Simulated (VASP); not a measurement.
# Al in VASP: notebook

Al is run at these levels: PBE+D3(BJ); tasks: single point.

All numbers are computed with VASP 6.6.1; they aren't measurements. Logs are shortened: lines on timing, memory, paths and dates and some standing lists are left out, and cuts for length are marked.

**1. The cell of the first run**

It takes space group Cmc2_1 (No. 36, orthorhombic). The conventional cell has a = 2.814 Å, b = 4.875 Å, c = 9.241 Å, α = 90.00°, β = 90.00°, γ = 90.00°. Within 3.6 Å of Al (site symmetry m) lie 12 Al at 2.74 to 2.91 Å. Al (site symmetry m) has 12 Al at 2.74 to 2.91 Å within 3.6 Å.

**2. Single point, PBE+D3(BJ) (atoms displaced along a vibrational mode)**

Input file INCAR:

```
  PREC = Accurate
  ENCUT = 520
  EDIFF = 1E-6
  ISMEAR = 0
  SIGMA = 0.15
  LREAL = F
  LASPH = T
  NELM = 80
  ALGO = Fast
  ISIF = 2
  LWAVE = F
  LCHARG = F
  GGA = PE
  IVDW = 12
  NBANDS = 14
```

Input file KPOINTS:

```
regular mesh
0
Gamma
  18 18 4
```

Input file POSCAR:

```
Al
1.0
    2.8144222649      0.0000000000      0.0000000000
   -1.4072111325      2.4373611784      0.0000000000
    0.0000000000      0.0000000000      9.2410470711
Al
4
Direct
   -0.0311402351     -0.0622804701      0.0000000000
    0.3333333333      0.6666666667      0.2500000000
    0.0311402351      0.0622804701      0.5000000000
    0.6666666667      0.3333333333      0.7500000000
```

Potentials or basis: VASP PAW PBE potentials, release 64 (Al).

Run with:

```sh
cat potpaw_PBE.64/Al/POTCAR > POTCAR
mpirun -np 1 vasp_std > vasp.out
```

OUTCAR:

```text
PREC = Accurate
   ENCUT = 520
   EDIFF = 1E-6
   ISMEAR = 0
   LREAL = F
   LASPH = T
   NELM = 80
   ISIF = 2
   GGA = PE
   IVDW = 12
 IVDW          = 12

 ion  position               nearest neighbor table
   1  0.969  0.938  0.000-   4 2.74   2 2.78   2 2.78   4 2.87   4 2.87   2 2.91
   2  0.333  0.667  0.250-   3 2.74   1 2.78   1 2.78   3 2.87   3 2.87   1 2.91
   3  0.031  0.062  0.500-   2 2.74   4 2.78   4 2.78   2 2.87   2 2.87   4 2.91
   4  0.667  0.333  0.750-   1 2.74   3 2.78   3 2.78   1 2.87   1 2.87   3 2.91

  LATTYP: Found a hexagonal cell.
 ALAT       =     2.8144222649
 C/A-ratio  =     3.2834614714

  Lattice vectors:

 A1 = (   2.8144222649,   0.0000000000,   0.0000000000)
 A2 = (  -1.4072111325,   2.4373611784,   0.0000000000)
 A3 = (   0.0000000000,   0.0000000000,   9.2410470711)

Analysis of symmetry for initial positions (statically):
=====================================================================
 Subroutine PRICEL returns:
 Original cell was already a primitive cell.

 Routine SETGRP: Setting up the symmetry group for a
 hexagonal supercell.

 Subroutine GETGRP returns: Found  4 space group operations
 (whereof  2 operations were pure point group operations)
 out of a pool of 24 trial point group operations.

The static configuration has the point symmetry C_1h.
 The point group associated with its full space group is C_2v.

Analysis of symmetry for dynamics (positions and initial velocities):
=====================================================================
 Subroutine PRICEL returns:
 Original cell was already a primitive cell.

 Routine SETGRP: Setting up the symmetry group for a
 hexagonal supercell.

 Subroutine GETGRP returns: Found  4 space group operations
 (whereof  2 operations were pure point group operations)
 out of a pool of 24 trial point group operations.

The dynamic configuration has the point symmetry C_1h.
 The point group associated with its full space group is C_2v.

 Subroutine INISYM returns: Found  4 space group operations
 (whereof  2 operations are pure point group operations),
 and found     1 'primitive' translations

----------------------------------------------------------------------------------------

                                     Primitive cell

  volume of cell :      63.3914

  direct lattice vectors                    reciprocal lattice vectors
     2.814422265  0.000000000  0.000000000     0.355312709  0.205139888  0.000000000
    -1.407211133  2.437361178  0.000000000     0.000000000  0.410279777  0.000000000
     0.000000000  0.000000000  9.241047071     0.000000000  0.000000000  0.108212846

  length of vectors
     2.814422265  2.814422265  9.241047071     0.410279777  0.410279777  0.108212846

  position of ions in fractional coordinates (direct lattice)
     0.968859765  0.937719530  0.000000000
     0.333333333  0.666666667  0.250000000
     0.031140235  0.062280470  0.500000000
     0.666666667  0.333333333  0.750000000

  ion indices of the primitive-cell ions
   primitive index   ion index
                 1           1
                 2           2
                 3           3
                 4           4

----------------------------------------------------------------------------------------

 KPOINTS: regular mesh

Automatic generation of k-mesh.
 Grid dimensions read from file:
 generate k-points for:   18   18    4

 Generating k-lattice:

  Cartesian coordinates                     Fractional coordinates (reciprocal lattice)
     0.019739595  0.011396660  0.000000000     0.055555556  0.000000000  0.000000000
     0.000000000  0.022793321  0.000000000     0.000000000  0.055555556  0.000000000
     0.000000000  0.000000000  0.027053211     0.000000000  0.000000000  0.250000000

  Length of vectors
     0.022793321  0.022793321  0.027053211

  Shift w.r.t. Gamma in fractional coordinates (k-lattice)
     0.000000000  0.000000000  0.000000000

 Subroutine IBZKPT returns following result:
 ===========================================

 Found    273 irreducible k-points:

 Following reciprocal coordinates:
            Coordinates               Weight
  0.000000  0.000000  0.000000      1.000000
  0.055556  0.000000  0.000000      4.000000
  0.000000  0.055556  0.000000      2.000000
  0.111111  0.000000  0.000000      4.000000
  0.000000  0.111111  0.000000      2.000000
  0.166667  0.000000  0.000000      4.000000
[... 16 lines left out ...]
 -0.055556  0.166667  0.000000      4.000000
 -0.166667  0.111111  0.000000      4.000000
 [... further k-points ...]
   k-points           NKPTS =    273   k-points in BZ     NKDIM =    273   number of bands    NBANDS=     14
   number of dos      NEDOS =    301   number of ions     NIONS =      4
   total plane-waves  NPLWV =  40320
   dimension x,y,z NGX =    24 NGY =   24 NGZ =   70
   dimension x,y,z NGXF=    48 NGYF=   48 NGZF=  140
   ions per type =               4
   NGX,Y,Z   is equivalent  to a cutoff of  14.18, 14.18, 12.59 a.u.
   NGXF,Y,Z  is equivalent  to a cutoff of  28.35, 28.35, 25.19 a.u.
 SYSTEM =  unknown system
   PREC   = accura    normal or accurate (medium, high low for compatibility)
   ISTART =      0    job   : 0-new  1-cont  2-samecut
   ICHARG =      2    charge: 1-file 2-atom 10-const
   ISPIN  =      1    spin polarized calculation?
   LNONCOLLINEAR =      F non collinear calculations
   LSORBIT =      F    spin-orbit coupling
   LASPH  =      T    aspherical Exc in radial PAW
   ENCUT  =  520.0 eV  38.22 Ry    6.18 a.u.   5.23  5.23 17.18*2*pi/ulx,y,z
   NELM   =     80;   NELMIN=  2; NELMDL= -5     # of ELM steps
   EDIFF  = 0.1E-05   stopping-criterion for ELM
   LREAL  =      F    real-space projection
   EDIFFG = 0.1E-04   stopping-criterion for IOM
   NSW    =      0    number of steps for IOM
   IBRION =     -1    ionic relax: 0-MD 1-quasi-New 2-CG
   NFREE  =      0    steps in history (QN), initial steepest desc. (CG)
   ISIF   =      2    stress and relaxation
   ISYM   =      2    0-nonsym 1-usesym 2-fastsym
   POTIM  = 0.5000    time-step for ionic-motion
   TEBEG  =    0.0;   TEEND  =   0.0 temperature during run
   PSTRESS=    0.0 pullay stress
   NELECT =      12.0000    total number of electrons
   NUPDOWN=      -1.0000    fix difference up-down
   EMIN   =  10.00;   EMAX   =-10.00  energy-range for DOS
   EFERMI =   0.00;   METHOD = LEGACY
   ISMEAR =     0;   SIGMA  =   0.15  broadening in eV -4-tet -1-fermi 0-gaus
   EFERMI_NEDOS =   21; number of points for ismear=-14 and -15
   IALGO  =     68    algorithm
   IMIX   =      4    mixing-type and parameters
     AMIX     =   0.40;   BMIX     =  1.00
     AMIX_MAG =   1.60;   BMIX_MAG =  1.00
  volume/ion in A,a.u.               =      15.85       106.95
  Fermi-wavevector in a.u.,A,eV,Ry     =   0.939994  1.776331 12.021957  0.883589
  Thomas-Fermi vector in A             =   2.067362
   LORBIT       =      0    0 simple, 1 ext, 2 COOP (PROOUT), +10 PAW based schemes
   GGA     = PE    functional components
   LHFCALC =     F    Hartree Fock is set to
   AEXX    =    0.0000 exact exchange contribution
   IVDW    =    12    specifies the selected vdW correction
   LEPSILON=     F    determine dielectric tensor
   LRPA    =     F    only Hartree local field effects (RPA)
 non-spin polarized calculation
 RMM-DIIS sequential band-by-band and
 Gauss-broadening in eV      SIGMA  =   0.15
  energy-cutoff  :      520.00
  volume of cell :       63.39
 maximum number of plane-waves:      1724
 NGX is ok and might be reduce to    24
   NGX = 11   NGY = 11   NGZ = 35

 number of electron      12.0000000 magnetization

 Free energy of the ion-electron system (eV)
  ---------------------------------------------------
  ext. energy  EPLUGINS =         0.00000000
  ---------------------------------------------------
  free energy    TOTEN  =       -14.89388928 eV

  energy without entropy =      -14.87585871  energy(sigma->0) =      -14.88487400

 E-fermi :   8.3950     XC(G=0): -10.3434

 val. band max:        8.3863674199   @ k =  -0.4444   0.3889   0.0000
 cond. band min:       8.3964392043   @ k =  -0.0556   0.4444   0.0000
 fundamental gap:      0.0100717844
 Fermi energy:         8.3950149567

 k-point     1 :       0.0000    0.0000    0.0000
  band No.  band energies     occupation
      1      -2.9904      2.00000
      2      -1.2703      2.00000
      3      -1.2655      2.00000
      4       3.6411      2.00000
      5       3.9244      2.00000
      6      11.8376      0.00000
      7      11.8485      0.00000
      8      19.5030      0.00000
      9      19.5476      0.00000
     10      19.6233      0.00000
     11      19.6657      0.00000
     12      20.6129      0.00000
     13      20.6568      0.00000
     14      20.7502      0.00000

 k-point     2 :       0.0556    0.0000    0.0000
  band No.  band energies     occupation
      1      -2.9135      2.00000
      2      -1.1944      2.00000
      3      -1.1896      2.00000
      4       3.7122      2.00000
      5       3.9993      2.00000
      6      11.8981      0.00000
      7      11.9121      0.00000
      8      17.8318      0.00000
      9      18.4877      0.00000
     10      19.1751      0.00000
     11      19.2459      0.00000
     12      19.6153      0.00000
     13      19.8634      0.00000
     14      20.0159      0.00000
[... 343 lines left out ...]
      1      -2.4532      2.00000
      2      -0.7398      2.00000
      3      -0.7352      2.00000
      4       4.1382      2.00000
      5       4.4454      2.00000
      6      12.2063      0.00000
      7      12.2770      0.00000
      8      14.7912      0.00000
      9      15.8551      0.00000
     10      16.1337      0.00000
     11      16.1531      0.00000
     12      17.3930      0.00000
     13      17.4947      0.00000
     14      19.6552      0.00000

 k-point    24 :      -0.1667    0.1111    0.0000
  band No.  band energies     occupation
      1      -2.4532      2.00000
      2      -0.7398      2.00000
      3      -0.7352      2.00000
      4       4.1383      2.00000
      5       4.4453      2.00000
      6      12.2069      0.00000
      7      12.2832      0.00000
      8      14.7690      0.00000
      9      15.8669      0.00000
     10      16.1288      0.00000
     11      16.1703      0.00000
     12      17.3857      0.00000
     13      17.4953      0.00000
     14      19.6599      0.00000

 [... further k-points ...]

------------------------ aborting loop because EDIFF is reached ----------------------------------------

 Edisp (eV)   -1.40287

 E8    (eV) :    -0.6277

  FORCE on cell =-STRESS in cart. coord.  units (eV):
  Direction    XX          YY          ZZ          XY          YZ          ZX
  --------------------------------------------------------------------------------------
  -------------------------------------------------------------------------------------
  Total      -0.02062    -0.02148     0.29228     0.00000     0.00000     0.00000
  in kB      -0.52109    -0.54291     7.38710     0.00000     0.00000     0.00000
  external pressure =        2.11 kB  Pullay stress =        0.00 kB

 VOLUME and BASIS-vectors are now :
 -----------------------------------------------------------------------------
  energy-cutoff  :      520.00
  volume of cell :       63.39
      direct lattice vectors                 reciprocal lattice vectors
     2.814422265  0.000000000  0.000000000     0.355312709  0.205139888  0.000000000
    -1.407211133  2.437361178  0.000000000     0.000000000  0.410279777  0.000000000
     0.000000000  0.000000000  9.241047071     0.000000000  0.000000000  0.108212846

 POSITION                                       TOTAL-FORCE (eV/Angst)
 -----------------------------------------------------------------------------------
      1.40721      2.28556      0.00000        -0.000000      0.124429      0.006856
     -0.00000      1.62491      2.31026        -0.000000      0.032336     -0.006856
      0.00000      0.15180      4.62052         0.000000     -0.124429      0.006856
      1.40721      0.81245      6.93079         0.000000     -0.032336     -0.006856
 -----------------------------------------------------------------------------------
    total drift:                                0.000000     -0.000000      0.000001

  FREE ENERGIE OF THE ION-ELECTRON SYSTEM (eV)
  ---------------------------------------------------
  free  energy   TOTEN  =       -16.2967564959 eV

  energy  without entropy=      -16.2787259264  energy(sigma->0) =      -16.28774121
```

Wall time 3.2 min (1 thread of Intel Xeon 8259CL, shared host); peak memory 0.33 GiB.

What came out:

| Property | Result |
| --- | --- |
| Free energy | -16.2968 eV |
| Pressure | 0.2 GPa |
| Largest force | 0.125 eV/Å |
| Band gap on the k mesh | zero (bands 6 and 7 overlap by 5.51 eV) |
| Dispersion energy per atom | -0.351 eV |

Forces on the atoms (eV/Å):
```
Al   0.000  0.124  0.007
Al   0.000  0.032 -0.007
Al   0.000 -0.124  0.007
Al   0.000 -0.032 -0.007
```

Caveat: the cell differs from its parent crystal (atoms displaced along a vibrational mode).

**3. Single point, PBE+D3(BJ) (atoms displaced along a vibrational mode)**

Input file INCAR:

```
SYSTEM = Al
PREC = Accurate
ENCUT = 520
EDIFF = 1E-6
ISMEAR = 0
SIGMA = 0.15
LREAL = .FALSE.
LASPH = .TRUE.
NELM = 60
ALGO = Fast
ISIF = 2
LWAVE = .FALSE.
LCHARG = .FALSE.
GGA = PE
IVDW = 12
NBANDS = 14
```

Input file KPOINTS:

```
regular mesh
0
G
  18 18 4
  0 0 0
```

Input file POSCAR:

```
Al
1.0
    2.8144222649      0.0000000000      0.0000000000
   -1.4072111325      2.4373611784      0.0000000000
    0.0000000000      0.0000000000      9.2410470711
Al
4
Direct
   -0.2239983014     -0.1245199122      0.0000000000
    0.3333333333      0.6666666667      0.2500000000
    0.2239983014      0.1245199122      0.5000000000
    0.6666666667      0.3333333333      0.7500000000
```

Potentials or basis: VASP PAW PBE potentials, release 64 (Al).

Run with:

```sh
cat potpaw_PBE.64/Al/POTCAR > POTCAR
mpirun -np 1 vasp_std > vasp.out
```

It took 9.2 min on 1 thread of Intel Xeon 8259CL, shared host; peak memory 0.44 GiB.

It converged, with:

* Free energy: -16.0596 eV
* Pressure: 2.5 GPa
* Largest force: 0.545 eV/Å
* Band gap on the k mesh: zero (bands 6 and 7 overlap by 5.53 eV)
* Dispersion energy per atom: -0.351 eV

Forces in eV/Å, atoms in the order of the input:
```
Al   0.395  0.264 -0.267
Al  -0.331 -0.132  0.267
Al  -0.395 -0.264 -0.267
Al   0.331  0.132  0.267
```

Stress tensor (GPa, compression positive):
```
 0.43 -0.08  0.00
-0.08  0.41  0.00
 0.00  0.00  6.57
```

Levels at points of the mesh, in eV from the Fermi level:
| k point | band 4 | band 5 | band 6 | band 7 | band 8 | band 9 |
| --- | --- | --- | --- | --- | --- | --- |
| (0.00, 0.00, 0.00) | -4.77 | -4.46 | 3.35 | 3.42 | 11.12 | 11.20 |
| (0.50, 0.00, 0.00) | -3.79 | -3.54 | -3.49 | 0.83 | 1.31 | 1.40 |
| (0.00, 0.50, 0.00) | -3.91 | -3.39 | -3.37 | 0.95 | 1.12 | 1.50 |
| (0.50, 0.50, 0.00) | -3.92 | -3.37 | -3.33 | 0.88 | 1.17 | 1.46 |
| (0.00, 0.00, 0.50) | -7.54 | -0.95 | -0.95 | 8.18 | 8.18 | 11.47 |
| (0.50, 0.00, 0.50) | -4.85 | -2.10 | -2.10 | -1.01 | -1.01 | 4.46 |
| (0.00, 0.50, 0.50) | -4.87 | -2.00 | -2.00 | -1.07 | -1.07 | 4.43 |
| (0.50, 0.50, 0.50) | -4.87 | -1.97 | -1.97 | -1.10 | -1.10 | 4.43 |

Caveat: the cell differs from its parent crystal (atoms displaced along a vibrational mode).

**4. Single point, PBE+D3(BJ) (atoms displaced along a vibrational mode)**

Input file INCAR:

```
PREC     = Accurate       # precision mode
ENCUT    = 520            # plane-wave cutoff, eV
EDIFF    = 1E-6           # SCF threshold, eV
ISMEAR   = 0              # smearing method
SIGMA    = 0.15           # smearing width, eV
LREAL    = False          # projectors in reciprocal space
LASPH    = True           # aspherical terms in the spheres
NELM     = 80             # most SCF steps
ALGO     = Fast           # electronic algorithm
ISIF     = 2              # what is computed and relaxed
LWAVE    = False          # write WAVECAR
LCHARG   = False          # write CHGCAR
GGA      = PE             # functional
IVDW     = 12             # dispersion correction
NBANDS   = 14             # bands
```

Input file KPOINTS:

```
Automatic mesh
0
Gamma
  18 18 4
```

Input file POSCAR:

```
Al
1.0
    2.8144222649      0.0000000000      0.0000000000
   -1.4072111325      2.4373611784      0.0000000000
    0.0000000000      0.0000000000      9.2410470711
Al
4
Direct
   -0.2779347706     -0.1245199122      0.0000000000
    0.3333333333      0.6666666667      0.2500000000
    0.2779347706      0.1245199122      0.5000000000
    0.6666666667      0.3333333333      0.7500000000
```

Run with:

```sh
cat potpaw_PBE.64/Al/POTCAR > POTCAR
mpirun -np 1 vasp_std > vasp.out
```

Wall time 4.4 min (1 thread of Intel Xeon Platinum 8259CL at 2.50GHz (Skylake/Cascade Lake), shared host); peak memory 0.44 GiB.

It converged, with:

```yaml
Free_energy: -15.9224 eV
Pressure: 3.6 GPa
Largest_force: 0.738 eV/Å
Band_gap_on_the_k_mesh: zero (bands 6 and 7 overlap by 5.53 eV)
Dispersion_energy_per_atom: -0.351 eV
```

Forces in eV/Å, atoms in the order of the input:
```
Al   0.504  0.250 -0.477
Al  -0.388 -0.305  0.477
Al  -0.504 -0.250 -0.477
Al   0.388  0.305  0.477
```

Stress tensor (GPa, compression positive):
```
0.57 0.09 0.00
0.09 0.64 0.00
0.00 0.00 9.65
```

Levels at points of the mesh, in eV from the Fermi level:
```tsv
k point	band 3	band 4	band 5	band 6	band 7	band 8	band 9	band 10
(0.00, 0.00, 0.00)	-9.64	-4.78	-4.45	3.30	3.43	11.04	11.15	11.25
(0.50, 0.00, 0.00)	-3.78	-3.69	-3.63	-3.54	0.66	1.28	1.48	1.86
(0.00, 0.50, 0.00)	-3.92	-3.90	-3.39	-3.36	0.91	1.12	1.51	1.67
(0.50, 0.50, 0.00)	-3.89	-3.88	-3.41	-3.41	1.00	1.05	1.57	1.61
(0.00, 0.00, 0.50)	-7.53	-7.53	-0.95	-0.95	8.10	8.10	11.43	11.43
(0.50, 0.00, 0.50)	-4.82	-4.82	-2.11	-2.11	-1.02	-1.02	4.44	4.44
(0.00, 0.50, 0.50)	-4.87	-4.87	-2.01	-2.01	-1.06	-1.06	4.37	4.37
(0.50, 0.50, 0.50)	-4.87	-4.87	-2.04	-2.04	-1.03	-1.03	4.37	4.37
```

Caveat: the cell differs from its parent crystal (atoms displaced along a vibrational mode); the cell stands under pressure.

**5. The runs side by side**

```csv
cell,gap on the mesh (eV),pressure (GPa),largest force (eV/Å)
"as given, atomic positions A",none,0.2,0.12
"as given, atomic positions B",none,2.5,0.54
"as given, atomic positions C",none,3.6,0.74
```

Alike in all rows: task single point; level PBE+D3(BJ); potentials or basis VASP PAW PBE potentials, release 64 (Al); no spin polarisation; k mesh 18 × 18 × 4; cutoff (eV) 520; smearing gaussian 0.15 eV.

Caveats: the cell stands under pressure (at least some runs).

Total energies depend on the potentials used, so only differences within one code and one set of settings carry meaning.
